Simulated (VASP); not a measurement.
# GaN (F-43m) in VASP: a series of runs

Runs on GaN. Level: PBE. Tasks: G0W0 quasiparticle levels.

Program: VASP 6.6.1. These are calculated values, not measurements. Logs are shortened: lines on timing, memory, paths and dates and some standing lists are left out, and cuts for length are marked.

## (1) The cell of the first run

Symmetry: F-43m, No. 216, cubic system. Conventional cell: a = 4.535 Å, b = 4.535 Å, c = 4.535 Å, α = 90.00°, β = 90.00°, γ = 90.00°. Ga (site symmetry -43m) has 4 N at 1.96 Å within 2.6 Å. Within 2.6 Å of N (site symmetry -43m) lie 4 Ga at 1.96 Å.

## (2) G0W0 quasiparticle levels, PBE

The input, POSCAR:

```
GaN
1.0
    0.0000000000      2.2675000000      2.2675000000
    2.2675000000      0.0000000000      2.2675000000
    2.2675000000      2.2675000000      0.0000000000
Ga N
1 1
Direct
    0.0000000000      0.0000000000      0.0000000000
    0.2500000000      0.2500000000      0.2500000000
```

The input, INCAR.step1:

```
ALGO = Normal
EDIFF = 1E-8
ENCUT = 500
GGA = PE
ISMEAR = 0
LASPH = T
LCHARG = F
LREAL = F
LWAVE = T
NELM = 100
PREC = Accurate
SIGMA = 0.01
```

The input, INCAR.step2:

```
ALGO = Exact
EDIFF = 1E-8
ENCUT = 500
GGA = PE
ISMEAR = 0
ISTART = 1
LASPH = T
LCHARG = F
LOPTICS = T
LREAL = F
LWAVE = T
NBANDS = 167
NELM = 1
PREC = Accurate
SIGMA = 0.01
```

The input, INCAR.step3:

```
ALGO = EVGW0
EDIFF = 1E-8
ENCUT = 500
ENCUTGW = 143.3
GGA = PE
ISMEAR = 0
ISTART = 1
LASPH = T
LCHARG = F
LREAL = F
LWAVE = F
NBANDS = 167
NBANDSGW = 17
NELMGW = 1
NOMEGA = 48
PREC = Accurate
PRECFOCK = Fast
SIGMA = 0.01
```

The input, KPOINTS:

```
k-points
0
Gamma
  2 2 2
```

Potentials or basis: VASP PAW PBE potentials, release 64 (Ga_d_GW, N_GW).

Launch:

```
$ cat potpaw_PBE.64/Ga_d_GW/POTCAR potpaw_PBE.64/N_GW/POTCAR > POTCAR
$ cp INCAR.step1 INCAR
$ mpirun -np 1 vasp_std > vasp.out
$ cp INCAR.step2 INCAR
$ mpirun -np 1 vasp_std > vasp.out
$ cp INCAR.step3 INCAR
$ mpirun -np 1 vasp_std > vasp.out
```

OUTCAR:

```text
EDIFF = 1E-8
   ENCUT = 500
   ENCUTGW = 143.3
   GGA = PE
   ISMEAR = 0
   ISTART = 1
   LASPH = T
   LREAL = F
   NELMGW = 1
   PREC = Accurate
   PRECFOCK = Fast

 ion  position               nearest neighbor table
   1  0.000  0.000  0.000-   2 1.96   2 1.96   2 1.96   2 1.96
   2  0.250  0.250  0.250-   1 1.96   1 1.96   1 1.96   1 1.96

  LATTYP: Found a face centered cubic cell.
 ALAT       =     4.5350000000

  Lattice vectors:

 A1 = (   0.0000000000,   2.2675000000,   2.2675000000)
 A2 = (   2.2675000000,   0.0000000000,   2.2675000000)
 A3 = (   2.2675000000,   2.2675000000,   0.0000000000)

Analysis of symmetry for initial positions (statically):
=====================================================================
 Subroutine PRICEL returns:
 Original cell was already a primitive cell.

 Routine SETGRP: Setting up the symmetry group for a
 face centered cubic supercell.

 Subroutine GETGRP returns: Found 24 space group operations
 (whereof 24 operations were pure point group operations)
 out of a pool of 48 trial point group operations.

The static configuration has the point symmetry T_d .

Analysis of symmetry for dynamics (positions and initial velocities):
=====================================================================
 Subroutine PRICEL returns:
 Original cell was already a primitive cell.

 Routine SETGRP: Setting up the symmetry group for a
 face centered cubic supercell.

 Subroutine GETGRP returns: Found 24 space group operations
 (whereof 24 operations were pure point group operations)
 out of a pool of 48 trial point group operations.

The dynamic configuration has the point symmetry T_d .

 Subroutine INISYM returns: Found 24 space group operations
 (whereof 24 operations are pure point group operations),
 and found     1 'primitive' translations

----------------------------------------------------------------------------------------

                                     Primitive cell

  volume of cell :      23.3170

[... 38 lines left out ...]
 Subroutine IBZKPT returns following result:
 ===========================================

 Found      3 irreducible k-points:

 Following reciprocal coordinates:
            Coordinates               Weight
  0.000000  0.000000  0.000000      1.000000
  0.500000  0.000000  0.000000      4.000000
  0.500000  0.500000  0.000000      3.000000
   k-points           NKPTS =      3   k-points in BZ     NKDIM =      8   number of bands    NBANDS=    167
   number of dos      NEDOS =    301   number of ions     NIONS =      2
   total plane-waves  NPLWV =  13824
   dimension x,y,z NGX =    24 NGY =   24 NGZ =   24
   dimension x,y,z NGXF=    48 NGYF=   48 NGZF=   48
   ions per type =               1   1
   NGX,Y,Z   is equivalent  to a cutoff of  12.44, 12.44, 12.44 a.u.
   NGXF,Y,Z  is equivalent  to a cutoff of  24.88, 24.88, 24.88 a.u.
 SYSTEM =  unknown system
   PREC   = accura    normal or accurate (medium, high low for compatibility)
   ISTART =      1    job   : 0-new  1-cont  2-samecut
   ICHARG =      0    charge: 1-file 2-atom 10-const
   ISPIN  =      1    spin polarized calculation?
   LNONCOLLINEAR =      F non collinear calculations
   LSORBIT =      F    spin-orbit coupling
   LASPH  =      T    aspherical Exc in radial PAW
   ENCUT  =  500.0 eV  36.75 Ry    6.06 a.u.   5.85  5.85  5.85*2*pi/ulx,y,z
   NELM   =     60;   NELMIN=  2; NELMDL=  0     # of ELM steps
   EDIFF  = 0.1E-07   stopping-criterion for ELM
   LREAL  =      F    real-space projection
   EDIFFG = 0.1E-06   stopping-criterion for IOM
   NSW    =      0    number of steps for IOM
   IBRION =     -1    ionic relax: 0-MD 1-quasi-New 2-CG
   NFREE  =      0    steps in history (QN), initial steepest desc. (CG)
   ISIF   =      0    stress and relaxation
   ISYM   =      3    0-nonsym 1-usesym 2-fastsym
   POTIM  = 0.5000    time-step for ionic-motion
   TEBEG  =    0.0;   TEEND  =   0.0 temperature during run
   PSTRESS=    0.0 pullay stress
   NELECT =      18.0000    total number of electrons
   NUPDOWN=      -1.0000    fix difference up-down
   EMIN   =  10.00;   EMAX   =-10.00  energy-range for DOS
   EFERMI =   0.00;   METHOD = LEGACY
   ISMEAR =     0;   SIGMA  =   0.01  broadening in eV -4-tet -1-fermi 0-gaus
   EFERMI_NEDOS =   21; number of points for ismear=-14 and -15
   IALGO  =     38    algorithm
   IMIX   =      4    mixing-type and parameters
     AMIX     =   0.40;   BMIX     =  1.00
     AMIX_MAG =   1.60;   BMIX_MAG =  1.00
  volume/ion in A,a.u.               =      11.66        78.68
  Fermi-wavevector in a.u.,A,eV,Ry     =   1.501787  2.837966 30.686097  2.255365
  Thomas-Fermi vector in A             =   2.613112
   LORBIT       =      0    0 simple, 1 ext, 2 COOP (PROOUT), +10 PAW based schemes
   GGA     = PE    functional components
   LHFCALC =     T    Hartree Fock is set to
   PRECFOCK=fast      Normal, Fast or Accurate (Low or Medium for compatibility)
   ENCUT4O =  -1.0   cutoff for four orbital integrals eV
   NKREDX  =     1    reduce k-point grid by
   NKREDY  =     1    reduce k-point grid by
   NKREDZ  =     1    reduce k-point grid by
   AEXX    =    1.0000 exact exchange contribution
   HFSCREEN=    0.0000 screening length (either q_TF or 0.3 A-1)
   HFSCREENC=   0.0000 screening length for correlation (either q_TF or 0.3 A-1)
   ENCUTFOCK=  -1.0 apply spherical cutoff to Coloumb kernel
   IVDW    =     0    specifies the selected vdW correction
   LEPSILON=     F    determine dielectric tensor
   LRPA    =     F    only Hartree local field effects (RPA)
   LRPAFORCE           =     F    calculate RPA forces
   ENCUTGW             = 143.3    cutoff for response function in eV
   ENCUTGWSOFT         = 114.6    soft cutoff for Coulomb kernel in GW response function in eV
   ENCUTLF             =  -1.0    cutoff for local field effects
   NELMGW              =     1    number of iterations in solving QP/BSE equation
   NELMHF              =     1    number of iterations in the inner HF iteration
   NKREDLFX            =     1    NKREDLFY  =   1   NKREDLFZ  =   1
 non-spin polarized calculation
 Gauss-broadening in eV      SIGMA  =   0.01
  energy-cutoff  :      500.00
  volume of cell :       23.32
 maximum number of plane-waves:       609
 NGX is ok and might be reduce to    24
  NGX = 14; NGY = 14; NGZ = 14
   NGX = 11   NGY = 11   NGZ = 11
 maximum number of plane-waves:        92
 NGX is ok and might be reduce to    14

 QP shifts <psi_nk| G(iteration)W_0 |psi_nk>: iteration 1
 for sc-GW calculations column KS-energies equals QP-energies in previous step
 and V_xc(KS)=  KS-energies - (<T + V_ion + V_H > + <T+V_H+V_ion>^1  + <V_x>^1)

 k-point   1 :       0.0000    0.0000    0.0000
  band No.  KS-energies  QP-energies   sigma(KS)   V_xc(KS)     V^pw_x(r,r')   Z            occupation Imag(sigma)

      1     -10.4150     -11.5283     -16.4326     -14.6737     -24.1658       0.6329       2.0000       0.8059
      2      -8.6384     -11.2427     -25.1364     -21.5324     -34.9646       0.7226       2.0000       0.3671
      3      -8.6384     -11.2427     -25.1364     -21.5324     -34.9646       0.7226       2.0000       0.3671
      4      -8.6384     -11.2427     -25.1364     -21.5324     -34.9646       0.7226       2.0000       0.3671
      5      -8.3650     -11.0273     -25.4702     -21.8045     -35.2438       0.7263       2.0000       0.3012
      6      -8.3650     -11.0273     -25.4702     -21.8045     -35.2438       0.7263       2.0000       0.3012
[... 38 lines left out ...]
      3      -8.3666     -11.0367     -25.5505     -21.8882     -35.4240       0.7291       2.0000       0.3478
      4      -8.3666     -11.0367     -25.5505     -21.8882     -35.4240       0.7291       2.0000       0.3478
      5      -8.2936     -10.9595     -25.5573     -21.8941     -35.3608       0.7278       2.0000       0.3037
      6      -6.2689      -7.9710     -20.9856     -18.6820     -28.9400       0.7389       2.0000       0.6954
[... 9 lines left out ...]
     16      29.4732      29.8463     -10.8741     -11.3718      -4.1848       0.7495       0.0000      -0.4070
     17      30.3250      30.7138     -11.1225     -11.6190      -4.2334       0.7830       0.0000      -0.5316
```

OUTCAR.step2:

```text
EDIFF = 1E-8
   ENCUT = 500
   GGA = PE
   ISMEAR = 0
[... 604 lines left out ...]
  --------------------------------------------------------------------------------------------------------------
     0.00000    87.44545    87.44545    87.44545    -0.00000     0.00000     0.00000
     2.54119   -10.57876   -10.57876   -10.57876    -0.00000     0.00000     0.00000
     5.08239    10.71182    10.71182    10.71182    -0.00000    -0.00000     0.00000
     7.62358    -0.18519    -0.18519    -0.18519    -0.00000    -0.00000     0.00000
    10.16477    -0.19243    -0.19243    -0.19243    -0.00000     0.00000     0.00000
    12.70596    -5.43727    -5.43727    -5.43727    -0.00000    -0.00000     0.00000
[... 92 lines left out ...]
   249.03691     0.98023     0.98023     0.98023     0.00000    -0.00000    -0.00000
   251.57811     0.98069     0.98069     0.98069     0.00000    -0.00000    -0.00000
```

Wall time 16 s (1 thread of Intel Xeon Platinum 8488C (Sapphire Rapids), shared host); peak memory 0.17 GiB.

Results:

```yaml
Band_gap_on_the_k_mesh_mean-field_level: 1.36 eV, direct
Quasiparticle_gap: 2.08 eV
Least_direct_quasiparticle_gap: 2.08 eV
```

Caveat: the k points lie up to 1.20 Å⁻¹ apart; bands, screening cutoff and mesh are small and nothing is extrapolated, so the quasiparticle values aren't converged.

## (3) G0W0 quasiparticle levels, PBE

POSCAR is that of step 2.

The input, INCAR.step1:

```
SYSTEM = GaN
PREC = Accurate
ENCUT = 500
EDIFF = 1E-8
ISMEAR = 0
SIGMA = 0.01
LREAL = .FALSE.
LASPH = .TRUE.
NELM = 60
ALGO = Normal
LWAVE = .TRUE.
LCHARG = .FALSE.
GGA = PE
```

The input, INCAR.step2:

```
SYSTEM = GaN
PREC = Accurate
ENCUT = 500
EDIFF = 1E-8
ISMEAR = 0
SIGMA = 0.01
LREAL = .FALSE.
LASPH = .TRUE.
NELM = 1
ALGO = Exact
LWAVE = .TRUE.
LCHARG = .FALSE.
GGA = PE
NBANDS = 456
LOPTICS = .TRUE.
ISTART = 1
```

The input, INCAR.step3:

```
SYSTEM = GaN
PREC = Accurate
ENCUT = 500
EDIFF = 1E-8
ISMEAR = 0
SIGMA = 0.01
LREAL = .FALSE.
LASPH = .TRUE.
ALGO = EVGW0
LWAVE = .FALSE.
LCHARG = .FALSE.
GGA = PE
NELMGW = 1
NBANDS = 456
ENCUTGW = 200
NOMEGA = 48
PRECFOCK = Fast
ISTART = 1
NBANDSGW = 17
```

The input, KPOINTS:

```
regular mesh
0
G
  2 2 2
  0 0 0
```

Potentials or basis: VASP PAW PBE potentials, release 64 (Ga_d_GW, N_GW).

Launch:

```
$ cat potpaw_PBE.64/Ga_d_GW/POTCAR potpaw_PBE.64/N_GW/POTCAR > POTCAR
$ cp INCAR.step1 INCAR
$ mpirun -np 1 vasp_std > vasp.out
$ cp INCAR.step2 INCAR
$ mpirun -np 1 vasp_std > vasp.out
$ cp INCAR.step3 INCAR
$ mpirun -np 1 vasp_std > vasp.out
```

OUTCAR:

```text
SYSTEM = GaN
   PREC = Accurate
   ENCUT = 500
   EDIFF = 1E-8
   ISMEAR = 0
   LREAL = .FALSE.
   LASPH = .TRUE.
   GGA = PE
   NELMGW = 1
   ENCUTGW = 200
   PRECFOCK = Fast
   ISTART = 1

 ion  position               nearest neighbor table
   1  0.000  0.000  0.000-   2 1.96   2 1.96   2 1.96   2 1.96
   2  0.250  0.250  0.250-   1 1.96   1 1.96   1 1.96   1 1.96

  LATTYP: Found a face centered cubic cell.
 ALAT       =     4.5350000000

  Lattice vectors:

[... 149 lines left out ...]
   ENCUTGWSOFT         = 160.0    soft cutoff for Coulomb kernel in GW response function in eV
   ENCUTLF             =  -1.0    cutoff for local field effects
   NELMGW              =     1    number of iterations in solving QP/BSE equation
   NELMHF              =     1    number of iterations in the inner HF iteration
   NKREDLFX            =     1    NKREDLFY  =   1   NKREDLFZ  =   1
 non-spin polarized calculation
 Gauss-broadening in eV      SIGMA  =   0.01
  energy-cutoff  :      500.00
  volume of cell :       23.32
 maximum number of plane-waves:       609
 NGX is ok and might be reduce to    24
  NGX = 14; NGY = 14; NGZ = 14
   NGX = 11   NGY = 11   NGZ = 11
 maximum number of plane-waves:       169

 QP shifts <psi_nk| G(iteration)W_0 |psi_nk>: iteration 1
 for sc-GW calculations column KS-energies equals QP-energies in previous step
 and V_xc(KS)=  KS-energies - (<T + V_ion + V_H > + <T+V_H+V_ion>^1  + <V_x>^1)

 k-point   1 :       0.0000    0.0000    0.0000
  band No.  KS-energies  QP-energies   sigma(KS)   V_xc(KS)     V^pw_x(r,r')   Z            occupation Imag(sigma)

      1     -10.4150     -11.6204     -16.6110     -14.6737     -24.1658       0.6222       2.0000       0.7495
      2      -8.6384     -11.0604     -24.8963     -21.5324     -34.9646       0.7200       2.0000       0.3389
      3      -8.6384     -11.0604     -24.8963     -21.5324     -34.9646       0.7200       2.0000       0.3389
      4      -8.6384     -11.0604     -24.8963     -21.5324     -34.9646       0.7200       2.0000       0.3389
      5      -8.3650     -10.8450     -25.2336     -21.8045     -35.2438       0.7232       2.0000       0.2727
      6      -8.3650     -10.8450     -25.2336     -21.8045     -35.2438       0.7232       2.0000       0.2727
[... 38 lines left out ...]
      3      -8.3666     -10.8424     -25.2987     -21.8882     -35.4240       0.7259       2.0000       0.3191
      4      -8.3666     -10.8424     -25.2987     -21.8882     -35.4240       0.7259       2.0000       0.3191
      5      -8.2936     -10.7748     -25.3183     -21.8941     -35.3608       0.7246       2.0000       0.2774
      6      -6.2689      -8.0128     -21.0397     -18.6820     -28.9400       0.7397       2.0000       0.6706
[... 9 lines left out ...]
     16      29.4732      29.7326     -11.0242     -11.3718      -4.1848       0.7463       0.0000      -0.4369
     17      30.3250      30.6211     -11.2401     -11.6190      -4.2334       0.7815       0.0000      -0.5260
```

OUTCAR.step1:

```text
SYSTEM = GaN
   PREC = Accurate
   ENCUT = 500
   EDIFF = 1E-8
   ISMEAR = 0
   LREAL = .FALSE.
   LASPH = .TRUE.
[... 245 lines left out ...]
      0.00000      0.00000      0.00000         0.000000      0.000000     -0.000000
      1.13375      1.13375      1.13375        -0.000000     -0.000000      0.000000
 -----------------------------------------------------------------------------------
    total drift:                                0.000017      0.000017      0.000017

  FREE ENERGIE OF THE ION-ELECTRON SYSTEM (eV)
  ---------------------------------------------------
  free  energy   TOTEN  =       -10.4391372052 eV

  energy  without entropy=      -10.4391372052  energy(sigma->0) =      -10.43913721
```

OUTCAR.step2:

```text
SYSTEM = GaN
   PREC = Accurate
   ENCUT = 500
   EDIFF = 1E-8
[... 605 lines left out ...]
  --------------------------------------------------------------------------------------------------------------
     0.00000    61.58302    61.58302    61.58302     0.00000    -0.00000    -0.00000
     5.02200    11.61740    11.61740    11.61740    -0.00000     0.00000    -0.00000
    10.04400    -0.72203    -0.72203    -0.72203    -0.00000     0.00000     0.00000
    15.06600    -2.10990    -2.10990    -2.10990    -0.00000     0.00000     0.00000
    20.08800    -0.85267    -0.85267    -0.85267    -0.00000     0.00000    -0.00000
    25.11000    -0.41034    -0.41034    -0.41034    -0.00000     0.00000    -0.00000
[... 92 lines left out ...]
   492.15601     0.99517     0.99517     0.99517    -0.00000     0.00000     0.00000
   497.17801     0.99527     0.99527     0.99527    -0.00000     0.00000     0.00000
```

It took 21 s on 1 thread of AMD EPYC 9R45 (Zen 5), shared host; peak memory 0.17 GiB.

What came out:

```yaml
Band_gap_on_the_k_mesh_mean-field_level: 1.36 eV, direct
Quasiparticle_gap: 2.15 eV
Least_direct_quasiparticle_gap: 2.15 eV
```

Caveat: the k points lie up to 1.20 Å⁻¹ apart; bands, screening cutoff and mesh are small and nothing is extrapolated, so the quasiparticle values aren't converged.
